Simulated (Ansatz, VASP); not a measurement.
# AlAs in VASP and in Ansatz

The input INCAR:

```
SYSTEM = AlAs
PREC = Accurate ; ENCUT = 500
EDIFF = 1E-6 ; ISMEAR = 0
SIGMA = 0.1 ; LREAL = .False.
LASPH = .True. ; NELM = 120
ALGO = Normal ; ISIF = 2
LWAVE = .False. ; LCHARG = .False.
GGA = PE ; NBANDS = 11
GGA_COMPAT = .False.
```

KPOINTS

```
regular mesh
0
Gamma
  6 6 6
  0 0 0
```

File POSCAR:

```
AlAs
1.0
    0.0000000000      2.8379008000      2.8379008000
    2.8379008000      0.0000000000      2.8379008000
    2.8379008000      2.8379008000      0.0000000000
Al As
1 1
Direct
    0.0000000000      0.0000000000      0.0000000000
    0.2500000000      0.2500000000      0.2500000000
```

Input for Ansatz:

```yaml
crystal:
  lattice:
    - [0.0, 2.8379008, 2.8379008]
    - [2.8379008, 0.0, 2.8379008]
    - [2.8379008, 2.8379008, 0.0]
  atoms:
    - { symbol: Al, position: [0.0, 0.0, 0.0] }
    - { symbol: As, position: [0.25, 0.25, 0.25] }
basis:
  ecutwfc: 420
kpoints:
  mp_grid: { grid: [6, 6, 6] }
hamiltonian:
  xc: pbe
  pseudopotentials: { kind: paw }
scf:
  occupations: { method: gaussian, width: 0.1 }
output:
  forces: true
  stress: true
  eigenvalues: true
```

Alike in both runs: task single point; functional PBE; k mesh 6 × 6 × 6; occupations gaussian, width 0.1 eV; no spin polarisation.

```csv
,VASP,Ansatz
version,VASP 6.6.1,Ansatz 0.2.0
potentials or method,"VASP PAW PBE potentials, release 64 (Al, As), cutoff 500 eV","scalar-relativistic, plane waves, PAW"
valence electrons in the cell,8,18
```

VASP gave:

| Property | Result |
| --- | --- |
| gap on the k mesh at the Fermi level (eV) | 1.45 |
| least direct gap on the mesh (eV) | 2.00 |
| pressure (GPa) | 2.2 |

Q: Which values does Ansatz return?

A: gap on the k mesh at the Fermi level (eV): 1.46; least direct gap on the mesh (eV): 1.99; pressure (GPa): 2.0.

VASP's potentials hold 8 valence electrons a cell and Ansatz's 18, so a difference there can come from the potentials and not from the codes.
